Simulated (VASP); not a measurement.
# Hf4F3 (P-43m) in VASP: further runs, part 2 of 3

VASP 6.6.1. The steps go on from the part before.

## (3) Relaxation of cell and atoms, PBE

This run uses another cell than the first one, of 17.75 Å³/atom.

INCAR reads:

```
ALGO = Normal
EDIFF = 1E-7
EDIFFG = -0.08
ENCUT = 600
GGA = PE
IBRION = 2
ISIF = 3
ISMEAR = 0
LASPH = T
LCHARG = F
LREAL = F
LWAVE = F
NELM = 60
NSW = 36
PREC = Accurate
SIGMA = 0.2
```

KPOINTS reads:

```
k-points
0
Gamma
  3 3 3
```

POSCAR reads:

```
Hf4F3
1.0
    4.9900375800      0.0000000000      0.0000000000
    0.0000000000      4.9900375800      0.0000000000
    0.0000000000      0.0000000000      4.9900375800
Hf F
4 3
Direct
    0.2842946100      0.7157053900      0.2842946100
    0.7157053900      0.2842946100      0.2842946100
    0.2842946100      0.2842946100      0.7157053900
    0.7157053900      0.7157053900      0.7157053900
    0.0000000000      0.0000000000      0.5000000000
    0.5000000000      0.0000000000      0.0000000000
    0.0000000000      0.5000000000      0.0000000000
```

Potentials or basis: VASP PAW PBE potentials, release 64 (Hf_pv, F).

Command:

```console
$ cat potpaw_PBE.64/Hf_pv/POTCAR potpaw_PBE.64/F/POTCAR > POTCAR
$ mpirun -np 1 vasp_std > vasp.out
```

OUTCAR:

```text
EDIFF = 1E-7
   EDIFFG = -0.08
   ENCUT = 600
   GGA = PE
   IBRION = 2
   ISIF = 3
   ISMEAR = 0
   LASPH = T
   LREAL = F
   NELM = 60
   NSW = 36
   PREC = Accurate

 ion  position               nearest neighbor table
   1  0.284  0.716  0.284-   5 2.28   6 2.28   7 2.28   2 3.04   3 3.04   4 3.04   2 3.56   3 3.56
                             3 3.56   4 3.56   2 3.56   4 3.56
   2  0.716  0.284  0.284-   5 2.28   6 2.28   7 2.28   1 3.04   3 3.04   4 3.04   1 3.56   3 3.56
                             3 3.56   4 3.56   1 3.56   4 3.56
   3  0.284  0.284  0.716-   5 2.28   6 2.28   7 2.28   1 3.04   2 3.04   4 3.04   1 3.56   2 3.56
                             1 3.56   4 3.56   2 3.56   4 3.56
   4  0.716  0.716  0.716-   5 2.28   6 2.28   7 2.28   1 3.04   2 3.04   3 3.04   1 3.56   3 3.56
                             2 3.56   3 3.56   1 3.56   2 3.56
   5  0.000  0.000  0.500-   1 2.28   2 2.28   3 2.28   4 2.28
   6  0.500  0.000  0.000-   1 2.28   2 2.28   3 2.28   4 2.28
   7  0.000  0.500  0.000-   1 2.28   2 2.28   3 2.28   4 2.28

  LATTYP: Found a simple cubic cell.
 ALAT       =     4.9900375800

  Lattice vectors:

 A1 = (   4.9900375800,   0.0000000000,   0.0000000000)
 A2 = (   0.0000000000,   4.9900375800,   0.0000000000)
 A3 = (   0.0000000000,   0.0000000000,   4.9900375800)

Analysis of symmetry for initial positions (statically):
=====================================================================
 Subroutine PRICEL returns:
 Original cell was already a primitive cell.

 Routine SETGRP: Setting up the symmetry group for a
 simple cubic supercell.

 Subroutine GETGRP returns: Found 24 space group operations
 (whereof 24 operations were pure point group operations)
 out of a pool of 48 trial point group operations.

The static configuration has the point symmetry T_d .

Analysis of symmetry for dynamics (positions and initial velocities):
=====================================================================
 Subroutine PRICEL returns:
 Original cell was already a primitive cell.

 Routine SETGRP: Setting up the symmetry group for a
 simple cubic supercell.

 Subroutine GETGRP returns: Found 24 space group operations
[... 104 lines left out ...]
   NUPDOWN=      -1.0000    fix difference up-down
   EMIN   =  10.00;   EMAX   =-10.00  energy-range for DOS
   EFERMI =   0.00;   METHOD = LEGACY
   ISMEAR =     0;   SIGMA  =   0.20  broadening in eV -4-tet -1-fermi 0-gaus
   EFERMI_NEDOS =   21; number of points for ismear=-14 and -15
   IALGO  =     38    algorithm
   IMIX   =      4    mixing-type and parameters
     AMIX     =   0.40;   BMIX     =  1.00
     AMIX_MAG =   1.60;   BMIX_MAG =  1.00
  volume/ion in A,a.u.               =      17.75       119.79
  Fermi-wavevector in a.u.,A,eV,Ry     =   1.291460  2.440506 22.692734  1.667869
  Thomas-Fermi vector in A             =   2.423229
   LORBIT       =      0    0 simple, 1 ext, 2 COOP (PROOUT), +10 PAW based schemes
   GGA     = PE    functional components
   LHFCALC =     F    Hartree Fock is set to
   AEXX    =    0.0000 exact exchange contribution
   IVDW    =     0    specifies the selected vdW correction
   LEPSILON=     F    determine dielectric tensor
   LRPA    =     F    only Hartree local field effects (RPA)
 conjugate gradient relaxation of ions
 non-spin polarized calculation
 Gauss-broadening in eV      SIGMA  =   0.20
  energy-cutoff  :      600.00
  volume of cell :      124.25
 maximum number of plane-waves:      4160
 NGX is ok and might be reduce to    40
   NGX = 19   NGY = 19   NGZ = 19

--------------------------------------- Ionic step        1  -------------------------------------------

 number of electron      61.0000017 magnetization

 Free energy of the ion-electron system (eV)
  ---------------------------------------------------
  ext. energy  EPLUGINS =         0.00000000
  ---------------------------------------------------
  free energy    TOTEN  =       -55.40160758 eV

  energy without entropy =      -55.29364846  energy(sigma->0) =      -55.34762802

------------------------ aborting loop because EDIFF is reached ----------------------------------------

  FORCE on cell =-STRESS in cart. coord.  units (eV):
  Direction    XX          YY          ZZ          XY          YZ          ZX
  --------------------------------------------------------------------------------------
  -------------------------------------------------------------------------------------
  Total       -2.2926016     -2.2926016     -2.2926016     -0.0000000     -0.0000000      0.0000000
  in kB      -29.5615852    -29.5615852    -29.5615852     -0.0000000     -0.0000000      0.0000000
  external PRESSURE =     -29.5615852 kB  Pullay stress =       0.0000000 kB
[... 233 lines left out ...]
--------------------------------------- Ionic step        7  -------------------------------------------

 number of electron      61.0000008 magnetization

 Free energy of the ion-electron system (eV)
  ---------------------------------------------------
  ext. energy  EPLUGINS =         0.00000000
  ---------------------------------------------------
  free energy    TOTEN  =       -55.55193811 eV

  energy without entropy =      -55.44394227  energy(sigma->0) =      -55.49794019

 E-fermi :   4.4709     XC(G=0): -10.6793

 val. band max:        4.1889283622   @ k =   0.3333   0.3333   0.0000
 cond. band min:       4.4754860546   @ k =   0.3333   0.3333   0.3333
 fundamental gap:      0.2865576924
 Fermi energy:         4.4709303816

 k-point     1 :       0.0000    0.0000    0.0000
  band No.  band energies     occupation
      1     -26.9820      2.00000
      2     -26.7668      2.00000
      3     -26.7668      2.00000
      4     -26.5033      2.00000
      5     -26.5033      2.00000
      6     -26.5033      2.00000
[... 179 lines left out ...]
  FREE ENERGIE OF THE ION-ELECTRON SYSTEM (eV)
  ---------------------------------------------------
  free  energy   TOTEN  =       -55.5519381101 eV

  energy  without entropy=      -55.4439422703  energy(sigma->0) =      -55.49794019

 reached required accuracy - stopping structural energy minimisation
```

CONTCAR:

```text
Hf4F3
   1.00000000000000
     4.9692096376588895   -0.0000000000000000    0.0000000000000000
    -0.0000000000000000    4.9692096376588895    0.0000000000000000
     0.0000000000000000   -0.0000000000000000    4.9692096376588895
  Hf              F
     4     3
Direct
     0.2917043613371305    0.7082956386628694    0.2917043613371305
     0.7082956386628694    0.2917043613371305    0.2917043613371305
     0.2917043613371305    0.2917043613371305    0.7082956386628694
     0.7082956386628694    0.7082956386628694    0.7082956386628694
     0.0000000000000000    0.0000000000000000    0.5000000000000000
     0.5000000000000000    0.0000000000000000    0.0000000000000000
     0.0000000000000000    0.5000000000000000    0.0000000000000000

  0.00000000E+00  0.00000000E+00  0.00000000E+00
  0.00000000E+00  0.00000000E+00  0.00000000E+00
  0.00000000E+00  0.00000000E+00  0.00000000E+00
  0.00000000E+00  0.00000000E+00  0.00000000E+00
  0.00000000E+00  0.00000000E+00  0.00000000E+00
  0.00000000E+00  0.00000000E+00  0.00000000E+00
  0.00000000E+00  0.00000000E+00  0.00000000E+00
```

It took 82 s on 1 thread of Intel Xeon 6975P-C (Granite Rapids), shared host; peak memory 0.25 GiB.

Results:

| Property | Result |
| --- | --- |
| Free energy | -55.5519 eV |
| Relaxed volume | 17.53 Å³/atom |
| Relaxed cell | a = 4.969 Å, b = 4.969 Å, c = 4.969 Å, α = 90.00°, β = 90.00°, γ = 90.00° |
| Space group after relaxing (to 0.1 Å) | P-43m (No. 215) |
| Energy gained by relaxing | 21.5 meV/atom |
| Ionic steps | 7 |
| Pressure after relaxing | 0.0 GPa |
| Largest force after relaxing | 0.010 eV/Å |
| Band gap on the k mesh | zero (an odd number of electrons rules out a gap without spin polarisation) |

Forces in eV/Å, atoms in the order of the input:
```
Hf   0.006 -0.006  0.006
Hf  -0.006  0.006  0.006
Hf   0.006  0.006 -0.006
Hf  -0.006 -0.006 -0.006
F    0.000  0.000  0.000
F    0.000  0.000  0.000
F    0.000  0.000  0.000
```

Step by step:
| step | energy change (eV) | largest force (eV/Å) | pressure (GPa) | volume (Å³) |
| --- | --- | --- | --- | --- |
| 1 | 0.0000 | 0.9064 | -2.96 | 124.25 |
| 2 | -0.0957 | 0.1754 | 3.67 | 118.46 |
| 3 | -0.1071 | 0.4033 | 1.94 | 119.81 |
| 4 | -0.1477 | 0.0305 | 0.90 | 121.76 |
| 5 | -0.1480 | 0.0831 | 0.81 | 121.96 |
| 6 | -0.1483 | 0.0942 | -0.70 | 123.41 |
| 7 | -0.1503 | 0.0095 | 0.02 | 122.70 |

Final structure:
```
Hf F
1.0
     4.96921    0.00000    0.00000
     0.00000    4.96921    0.00000
     0.00000    0.00000    4.96921
Hf F
4 3
Cartesian
  1.4495 3.5197 1.4495
  3.5197 1.4495 1.4495
  1.4495 1.4495 3.5197
  3.5197 3.5197 3.5197
  0.0000 0.0000 2.4846
  2.4846 0.0000 0.0000
  0.0000 2.4846 0.0000
```

Caveat: the k points lie up to 0.42 Å⁻¹ apart in the final cell, too coarse for converged energies and pressures of a metal; spin-orbit coupling is left out, which moves the levels of the heavy elements; an odd number of electrons without spin polarisation forces a metal; a magnetic or distorted state may lie lower.

(Part 2 of 3 ends here.)

The gap in the log of VASP goes by the Fermi energy; the results here count the filled bands.